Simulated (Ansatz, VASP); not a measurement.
# H in VASP and in Ansatz

```
H
1.0
    10.00000    0.00000    0.00000
     0.00000   10.30000    0.00000
     0.00000    0.00000   10.60000
H
2
Direct
  0.50000 0.48544 0.43593
  0.50000 0.48544 0.50747
```

Alike in both runs: functional PBEsol; k mesh 1 × 1 × 1; occupations gaussian, width 0.01 eV; no spin polarisation.

Ansatz relaxed the structure, and its values are those at the end. VASP's run is a single point on that final structure, the one shown.

```csv
,VASP,Ansatz
version,VASP 6.6.1,Ansatz 0.2.0
potentials or method,"VASP PAW PBE potentials, release 64 (H)","scalar-relativistic, plane waves, PAW"
plane-wave cutoff (eV),400,420
valence electrons in the cell,2,2
```

|  | VASP | Ansatz | Ansatz less VASP |
| --- | --- | --- | --- |
| gap on the k mesh at the Fermi level (eV) | 9.97 | 9.97 | +0.001 |
| rms of the force components (eV/Å) | 0.016 | 0.000 | -0.0159 |

VASP's potentials were made for PBE, not for PBEsol.
